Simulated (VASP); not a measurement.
# ZrB2 (P6/mmm) in VASP: a series of runs

Aim: see how the results for ZrB2 move with the level of theory and the settings. Levels: PBEsol, PBEsol+U, PBE. Tasks: density of states, elastic constants.

Program: VASP 6.6.1. These are calculated values, not measurements. Logs are shortened: lines on timing, memory, paths and dates and some standing lists are left out, and cuts for length are marked.

**1. The cell of the first run**

Symmetry: P6/mmm, No. 191, hexagonal system. Conventional cell: a = 3.170 Å, b = 3.170 Å, c = 3.533 Å, α = 90.00°, β = 90.00°, γ = 120.00°. Within 3.4 Å of Zr (site symmetry 6/mmm) lie 12 B at 2.54 Å and 6 Zr at 3.17 Å. Within 2.4 Å of B (site symmetry -6m2) lie 3 B at 1.83 Å.

**2. Density of states, PBEsol**

POSCAR reads:

```
ZrB2
1.0
    3.1700000000      0.0000000000      0.0000000000
   -1.5850000000      2.7453005300      0.0000000000
    0.0000000000      0.0000000000      3.5330000000
Zr B
1 2
Direct
    0.0000000000      0.0000000000      0.0000000000
    0.6666666667      0.3333333333      0.5000000000
    0.3333333333      0.6666666667      0.5000000000
```

INCAR.step1 reads:

```
SYSTEM = ZrB2
PREC     = Accurate       ! precision mode
ENCUT    = 520            ! plane-wave cutoff, eV
EDIFF    = 1E-7           ! SCF threshold, eV
ISMEAR   = -1             ! smearing method
SIGMA    = 0.05           ! smearing width, eV
LREAL    = .FALSE.        ! projectors in reciprocal space
LASPH    = .TRUE.         ! aspherical terms in the spheres
NELM     = 80             ! most SCF steps
ALGO     = Normal         ! electronic algorithm
ISIF     = 2              ! what is computed and relaxed
LWAVE    = .FALSE.        ! write WAVECAR
LCHARG   = .TRUE.         ! write CHGCAR
LMAXMIX  = 4              ! l up to which the mixer works
GGA      = PS             ! functional
NBANDS   = 16             ! bands
```

KPOINTS.step1 reads:

```
Automatic mesh
0
G
  10 10 8
  0 0 0
```

INCAR.step2 reads:

```
SYSTEM = ZrB2
PREC     = Accurate       ! precision mode
ENCUT    = 520            ! plane-wave cutoff, eV
EDIFF    = 1E-7           ! SCF threshold, eV
ISMEAR   = -5             ! smearing method
SIGMA    = 0.05           ! smearing width, eV
LREAL    = .FALSE.        ! projectors in reciprocal space
LASPH    = .TRUE.         ! aspherical terms in the spheres
NELM     = 80             ! most SCF steps
ALGO     = Normal         ! electronic algorithm
ISIF     = 2              ! what is computed and relaxed
LWAVE    = .FALSE.        ! write WAVECAR
LCHARG   = .FALSE.        ! write CHGCAR
LMAXMIX  = 4              ! l up to which the mixer works
GGA      = PS             ! functional
LORBIT   = 10             ! projections on sites
NBANDS   = 16             ! bands
NEDOS    = 2001           ! points of the DOS
ICHARG   = 11             ! starting density
```

KPOINTS.step2 reads:

```
Automatic mesh
0
G
  15 15 12
  0 0 0
```

Potentials or basis: VASP PAW PBE potentials, release 64 (Zr_sv, B).

Started as:

```sh
$ cat potpaw_PBE.64/Zr_sv/POTCAR potpaw_PBE.64/B/POTCAR > POTCAR
$ cp INCAR.step1 INCAR
$ cp KPOINTS.step1 KPOINTS
$ mpirun -np 1 vasp_std > vasp.out
$ cp INCAR.step2 INCAR
$ cp KPOINTS.step2 KPOINTS
$ mpirun -np 1 vasp_std > vasp.out
```

OUTCAR:

```text
SYSTEM = ZrB2
   PREC = Accurate
   ENCUT = 520
   EDIFF = 1E-7
   ISMEAR = -5
   LREAL = .FALSE.
   LASPH = .TRUE.
   NELM = 80
   ISIF = 2
   GGA = PS
   LORBIT = 10
   ICHARG = 11

 ion  position               nearest neighbor table
   1  0.000  0.000  0.000-   2 2.54   3 2.54   2 2.54   3 2.54   2 2.54   2 2.54   3 2.54   3 2.54
                             2 2.54   2 2.54   3 2.54   3 2.54
   2  0.667  0.333  0.500-   3 1.83   3 1.83   3 1.83   1 2.54   1 2.54   1 2.54   1 2.54   1 2.54
                             1 2.54
   3  0.333  0.667  0.500-   2 1.83   2 1.83   2 1.83   1 2.54   1 2.54   1 2.54   1 2.54   1 2.54
                             1 2.54

  LATTYP: Found a hexagonal cell.
 ALAT       =     3.1700000000
 C/A-ratio  =     1.1145110410

  Lattice vectors:

 A1 = (   3.1700000000,   0.0000000000,   0.0000000000)
 A2 = (  -1.5850000000,   2.7453005300,   0.0000000000)
 A3 = (   0.0000000000,   0.0000000000,   3.5330000000)

Analysis of symmetry for initial positions (statically):
=====================================================================
 Subroutine PRICEL returns:
 Original cell was already a primitive cell.

 Routine SETGRP: Setting up the symmetry group for a
 hexagonal supercell.

 Subroutine GETGRP returns: Found 24 space group operations
 (whereof 24 operations were pure point group operations)
 out of a pool of 24 trial point group operations.

The static configuration has the point symmetry D_6h.

Analysis of symmetry for dynamics (positions and initial velocities):
=====================================================================
 Subroutine PRICEL returns:
 Original cell was already a primitive cell.

 Routine SETGRP: Setting up the symmetry group for a
 hexagonal supercell.

 Subroutine GETGRP returns: Found 24 space group operations
 (whereof 24 operations were pure point group operations)
 out of a pool of 24 trial point group operations.

The dynamic configuration has the point symmetry D_6h.

 Subroutine INISYM returns: Found 24 space group operations
 (whereof 24 operations are pure point group operations),
 and found     1 'primitive' translations

----------------------------------------------------------------------------------------

                                     Primitive cell

  volume of cell :      30.7463

  direct lattice vectors                    reciprocal lattice vectors
     3.170000000  0.000000000  0.000000000     0.315457413  0.182129422  0.000000000
    -1.585000000  2.745300530  0.000000000     0.000000000  0.364258845  0.000000000
     0.000000000  0.000000000  3.533000000     0.000000000  0.000000000  0.283045570

  length of vectors
     3.170000000  3.170000000  3.533000000     0.364258845  0.364258845  0.283045570

  position of ions in fractional coordinates (direct lattice)
     0.000000000  0.000000000  0.000000000
     0.666666667  0.333333333  0.500000000
     0.333333333  0.666666667  0.500000000

  ion indices of the primitive-cell ions
   primitive index   ion index
                 1           1
                 2           2
                 3           3

----------------------------------------------------------------------------------------

 KPOINTS: Automatic mesh

Automatic generation of k-mesh.
 Grid dimensions read from file:
 generate k-points for:   15   15   12

 Generating k-lattice:

  Cartesian coordinates                     Fractional coordinates (reciprocal lattice)
     0.021030494  0.012141961  0.000000000     0.066666667  0.000000000  0.000000000
     0.000000000  0.024283923  0.000000000     0.000000000  0.066666667  0.000000000
     0.000000000  0.000000000  0.023587131     0.000000000  0.000000000  0.083333333

  Length of vectors
     0.024283923  0.024283923  0.023587131

  Shift w.r.t. Gamma in fractional coordinates (k-lattice)
     0.000000000  0.000000000  0.000000000

 TETIRR: Found   2748 inequivalent tetrahedra from    16200

 Subroutine IBZKPT returns following result:
 ===========================================

 Found    189 irreducible k-points:

 Following reciprocal coordinates:
            Coordinates               Weight
  0.000000  0.000000  0.000000      1.000000
  0.066667  0.000000  0.000000      6.000000
  0.133333  0.000000  0.000000      6.000000
  0.200000 -0.000000  0.000000      6.000000
  0.266667  0.000000  0.000000      6.000000
  0.333333 -0.000000  0.000000      6.000000
[... 16 lines left out ...]
  0.333333  0.200000  0.000000     12.000000
  0.400000  0.200000  0.000000      6.000000
 [... further k-points ...]
   k-points           NKPTS =    189   k-points in BZ     NKDIM =    189   number of bands    NBANDS=     16
   number of dos      NEDOS =   2001   number of ions     NIONS =      3
   total plane-waves  NPLWV =  16128
   dimension x,y,z NGX =    24 NGY =   24 NGZ =   28
   dimension x,y,z NGXF=    48 NGYF=   48 NGZF=   56
   ions per type =               1   2
   NGX,Y,Z   is equivalent  to a cutoff of  12.59, 12.59, 13.18 a.u.
   NGXF,Y,Z  is equivalent  to a cutoff of  25.17, 25.17, 26.35 a.u.
 SYSTEM =  ZrB2
   PREC   = accura    normal or accurate (medium, high low for compatibility)
   ISTART =      0    job   : 0-new  1-cont  2-samecut
   ICHARG =     11    charge: 1-file 2-atom 10-const
   ISPIN  =      1    spin polarized calculation?
   LNONCOLLINEAR =      F non collinear calculations
   LSORBIT =      F    spin-orbit coupling
   LASPH  =      T    aspherical Exc in radial PAW
   ENCUT  =  520.0 eV  38.22 Ry    6.18 a.u.   5.89  5.89  6.57*2*pi/ulx,y,z
   NELM   =     80;   NELMIN=  2; NELMDL=  0     # of ELM steps
   EDIFF  = 0.1E-06   stopping-criterion for ELM
   LREAL  =      F    real-space projection
   EDIFFG = 0.1E-05   stopping-criterion for IOM
   NSW    =      0    number of steps for IOM
   IBRION =     -1    ionic relax: 0-MD 1-quasi-New 2-CG
   NFREE  =      0    steps in history (QN), initial steepest desc. (CG)
   ISIF   =      2    stress and relaxation
   ISYM   =      2    0-nonsym 1-usesym 2-fastsym
   POTIM  = 0.5000    time-step for ionic-motion
   TEBEG  =    0.0;   TEEND  =   0.0 temperature during run
   PSTRESS=    0.0 pullay stress
   NELECT =      18.0000    total number of electrons
   NUPDOWN=      -1.0000    fix difference up-down
   EMIN   =  10.00;   EMAX   =-10.00  energy-range for DOS
   EFERMI =   0.00;   METHOD = LEGACY
   ISMEAR =    -5;   SIGMA  =   0.05  broadening in eV -4-tet -1-fermi 0-gaus
   EFERMI_NEDOS =   21; number of points for ismear=-14 and -15
   IALGO  =     38    algorithm
   IMIX   =      4    mixing-type and parameters
     AMIX     =   0.40;   BMIX     =  1.00
     AMIX_MAG =   1.60;   BMIX_MAG =  1.00
  volume/ion in A,a.u.               =      10.25        69.16
  Fermi-wavevector in a.u.,A,eV,Ry     =   1.369519  2.588016 25.518847  1.875582
  Thomas-Fermi vector in A             =   2.495387
   LORBIT       =     10    0 simple, 1 ext, 2 COOP (PROOUT), +10 PAW based schemes
   GGA     = PS    functional components
   LHFCALC =     F    Hartree Fock is set to
   AEXX    =    0.0000 exact exchange contribution
   IVDW    =     0    specifies the selected vdW correction
   LEPSILON=     F    determine dielectric tensor
   LRPA    =     F    only Hartree local field effects (RPA)
 non-spin polarized calculation
 Fermi weights with tetrahedron method with Bloechl corrections
  energy-cutoff  :      520.00
  volume of cell :       30.75
 maximum number of plane-waves:       844
 NGX is ok and might be reduce to    24

 number of electron      18.0000000 magnetization

 Free energy of the ion-electron system (eV)
  ---------------------------------------------------
  ext. energy  EPLUGINS =         0.00000000
  ---------------------------------------------------
  free energy    TOTEN  =       -26.39675365 eV

  energy without entropy =      -26.39675365  energy(sigma->0) =      -26.39675365

 E-fermi :  10.5528     XC(G=0): -12.5381

 val. band max:       10.6605392090   @ k =   0.0667   0.0667   0.3333
 cond. band min:      10.4187588723   @ k =   0.4000   0.1333   0.0000
 fundamental gap:     -0.2417803367
 Fermi energy:        10.5527854290

 k-point     1 :       0.0000    0.0000    0.0000
  band No.  band energies     occupation
      1     -38.0811      2.00000
      2     -16.3026      2.00000
      3     -15.7449      2.00000
      4     -15.7449      2.00000
      5      -2.2680      2.00000
      6       7.8049      2.00000
[... 8 lines left out ...]
     15      15.5730      0.00000
     16      15.5730      0.00000

 k-point     2 :       0.0667    0.0000    0.0000
  band No.  band energies     occupation
      1     -38.0761      2.00000
      2     -16.2951      2.00000
      3     -15.7892      2.00000
      4     -15.7545      2.00000
      5      -2.1783      2.00000
      6       7.5397      2.00000
[... 8 lines left out ...]
     15      15.9924      0.00000
     16      16.2226      0.00000

 k-point     3 :       0.1333    0.0000    0.0000
  band No.  band energies     occupation
      1     -38.0618      2.00000
      2     -16.2738      2.00000
      3     -15.9128      2.00000
      4     -15.7815      2.00000
      5      -1.9163      2.00000
      6       6.8650      2.00000
[... 8 lines left out ...]
     15      16.7228      0.00000
     16      17.3826      0.00000

 k-point     4 :       0.2000   -0.0000    0.0000
  band No.  band energies     occupation
      1     -38.0407      2.00000
      2     -16.2422      2.00000
      3     -16.0901      2.00000
      4     -15.8209      2.00000
      5      -1.5001      2.00000
      6       5.9874      2.00000
[... 8 lines left out ...]
     15      17.2291      0.00000
     16      18.0800      0.00000

 k-point     5 :       0.2667    0.0000    0.0000
  band No.  band energies     occupation
      1     -38.0163      2.00000
      2     -16.2875      2.00000
      3     -16.2057      2.00000
      4     -15.8658      2.00000
      5      -0.9526      2.00000
      6       5.0366      2.00000
[... 8 lines left out ...]
     15      17.7800      0.00000
     16      19.6166      0.00000

 k-point     6 :       0.3333   -0.0000    0.0000
  band No.  band energies     occupation
      1     -37.9929      2.00000
      2     -16.4706      2.00000
      3     -16.1705      2.00000
      4     -15.9082      2.00000
      5      -0.2971      2.00000
      6       4.0727      2.00000
[... 8 lines left out ...]
     15      18.7212      0.00000
     16      20.4048      0.00000
[... 267 lines left out ...]
 k-point    21 :       0.2000    0.2000    0.0000
  band No.  band energies     occupation
      1     -37.9872      2.00000
      2     -16.4283      2.00000
      3     -16.1621      2.00000
      4     -16.0127      2.00000
      5      -0.1327      2.00000
      6       4.4341      2.00000
[... 8 lines left out ...]
     15      17.7902      0.00000
     16      19.5923      0.00000

 k-point    22 :       0.2667    0.2000    0.0000
  band No.  band energies     occupation
      1     -37.9699      2.00000
      2     -16.5131      2.00000
      3     -16.1360      2.00000
      4     -16.0954      2.00000
      5       0.5595      2.00000
      6       3.7902      2.00000
[... 8 lines left out ...]
     15      18.2417      0.00000
     16      20.2365      0.00000

 k-point    23 :       0.3333    0.2000    0.0000
  band No.  band energies     occupation
      1     -37.9580      2.00000
      2     -16.5659      2.00000
      3     -16.1555      2.00000
      4     -16.1182      2.00000
      5       1.3344      2.00000
      6       3.0132      2.00000
[... 8 lines left out ...]
     15      19.3480      0.00000
     16      20.2688      0.00000

 k-point    24 :       0.4000    0.2000    0.0000
  band No.  band energies     occupation
      1     -37.9538      2.00000
      2     -16.5836      2.00000
      3     -16.1775      2.00000
      4     -16.1119      2.00000
      5       2.1030      2.00000
      6       2.2338      2.00000
[... 8 lines left out ...]
     15      19.8613      0.00000
     16      20.0487      0.00000

 [... further k-points ...]
[... 5 lines left out ...]
  --------------------------------------------------------------------------------------
  -------------------------------------------------------------------------------------
  Total       -0.6837384     -0.6837384     -0.7124707      0.0000000      0.0000000      0.0000000
  in kB      -35.6293375    -35.6293375    -37.1265675      0.0000000      0.0000000      0.0000000
  external PRESSURE =     -36.1284141 kB  Pullay stress =       0.0000000 kB

 VOLUME and BASIS-vectors are now :
 -----------------------------------------------------------------------------
  energy-cutoff  :      520.00
  volume of cell :       30.75
      direct lattice vectors                 reciprocal lattice vectors
     3.170000000  0.000000000  0.000000000     0.315457413  0.182129422  0.000000000
    -1.585000000  2.745300530  0.000000000     0.000000000  0.364258845  0.000000000
     0.000000000  0.000000000  3.533000000     0.000000000  0.000000000  0.283045570

 POSITION                                       TOTAL-FORCE (eV/Angst)
 -----------------------------------------------------------------------------------
      0.00000      0.00000      0.00000        -0.000000      0.000000      0.000000
      1.58500      0.91510      1.76650        -0.000000      0.000000      0.000000
     -0.00000      1.83020      1.76650         0.000000      0.000000      0.000000
 -----------------------------------------------------------------------------------
    total drift:                               -0.000000      0.000000     -0.000000

  FREE ENERGIE OF THE ION-ELECTRON SYSTEM (eV)
  ---------------------------------------------------
  free  energy   TOTEN  =       -26.3967536525 eV

  energy  without entropy=      -26.3967536525  energy(sigma->0) =      -26.39675365

 total charge

# of ion       s       p       d       tot
------------------------------------------
    1        2.170   6.028   1.785   9.984
    2        0.661   1.233   0.000   1.894
    3        0.661   1.233   0.000   1.894
--------------------------------------------------
tot          3.492   8.495   1.785  13.772
```

Run time: 40 s. Hardware: 1 thread of AMD EPYC 9R45 (Zen 5), shared host; peak memory 0.18 GiB.

Results:

| Quantity | Value |
| --- | --- |
| Valence electrons inside the program's atomic spheres | Zr 9.98; B 1.89 |

Caveat: the PAW data sets were made with another functional, which shifts forces and pressure a little; tetrahedron occupations give inexact forces and stress in metals.

**3. Density of states, PBEsol+U**

POSCAR is that of step 2.

INCAR.step1 reads:

```
SYSTEM = ZrB2
ALGO     = Normal         ! electronic algorithm
EDIFF    = 1E-6           ! SCF threshold, eV
ENCUT    = 520            ! plane-wave cutoff, eV
GGA      = PS             ! functional
ISIF     = 2              ! what is computed and relaxed
ISMEAR   = -1             ! smearing method
LASPH    = .True.         ! aspherical terms in the spheres
LCHARG   = .True.         ! write CHGCAR
LDAU     = .True.         ! DFT+U
LDAUJ    = 0 0          
LDAUL    = 2 -1           ! shell
LDAUPRINT= 1            
LDAUTYPE = 2            
LDAUU    = 2 0            ! U, eV
LMAXMIX  = 4              ! l up to which the mixer works
LREAL    = .False.        ! projectors in reciprocal space
LWAVE    = .False.        ! write WAVECAR
NBANDS   = 16             ! bands
NELM     = 150            ! most SCF steps
PREC     = Accurate       ! precision mode
SIGMA    = 0.05           ! smearing width, eV
```

KPOINTS.step1 reads:

```
k-points
0
Gamma
  10 10 8
  0 0 0
```

INCAR.step2 reads:

```
SYSTEM = ZrB2
ALGO     = Normal         ! electronic algorithm
EDIFF    = 1E-6           ! SCF threshold, eV
ENCUT    = 520            ! plane-wave cutoff, eV
GGA      = PS             ! functional
ICHARG   = 11             ! starting density
ISIF     = 2              ! what is computed and relaxed
ISMEAR   = -5             ! smearing method
LASPH    = .True.         ! aspherical terms in the spheres
LCHARG   = .False.        ! write CHGCAR
LDAU     = .True.         ! DFT+U
LDAUJ    = 0 0          
LDAUL    = 2 -1           ! shell
LDAUPRINT= 1            
LDAUTYPE = 2            
LDAUU    = 2 0            ! U, eV
LMAXMIX  = 4              ! l up to which the mixer works
LORBIT   = 11             ! projections on sites
LREAL    = .False.        ! projectors in reciprocal space
LWAVE    = .False.        ! write WAVECAR
NBANDS   = 16             ! bands
NEDOS    = 2001           ! points of the DOS
NELM     = 150            ! most SCF steps
PREC     = Accurate       ! precision mode
SIGMA    = 0.05           ! smearing width, eV
```

KPOINTS.step2 reads:

```
k-points
0
Gamma
  15 15 12
  0 0 0
```

Potentials or basis: VASP PAW PBE potentials, release 64 (Zr_sv, B).

Started as:

```sh
$ cat potpaw_PBE.64/Zr_sv/POTCAR potpaw_PBE.64/B/POTCAR > POTCAR
$ cp INCAR.step1 INCAR
$ cp KPOINTS.step1 KPOINTS
$ mpirun -np 1 vasp_std > vasp.out
$ cp INCAR.step2 INCAR
$ cp KPOINTS.step2 KPOINTS
$ mpirun -np 1 vasp_std > vasp.out
```

It took 38 s on 1 thread of AMD EPYC 9R45 (Zen 5), shared host; peak memory 0.18 GiB.

Results (log left out):

| Property | Result |
| --- | --- |
| Valence electrons inside the program's atomic spheres | Zr 9.90; B 1.91 |

Levels at points of the mesh, in eV from the Fermi level:
| k point | band 6 | band 7 | band 8 | band 9 | band 10 | band 11 | band 12 | band 13 |
| --- | --- | --- | --- | --- | --- | --- | --- | --- |
| (0.00, 0.00, 0.00) | -2.81 | -2.81 | -2.77 | -2.66 | 3.42 | 3.42 | 4.10 | 4.10 |
| (0.00, 0.00, 0.50) | -7.35 | -1.20 | -1.20 | 0.23 | 0.23 | 0.71 | 0.71 | 1.80 |

Eigenvalues of the final occupation matrices:
```
    site  spin  trace               eigenvalues
site 1 d     1   0.86  0.16 0.17 0.17 0.18 0.18
site 1 d     2   0.86  0.16 0.17 0.17 0.18 0.18
```

Caveat: the PAW data sets were made with another functional, which shifts forces and pressure a little; U without spin polarisation on a metal has little footing; the U is typed as a test and isn't derived for this compound; tetrahedron occupations give inexact forces and stress in metals.

[end of part 1 of 2]
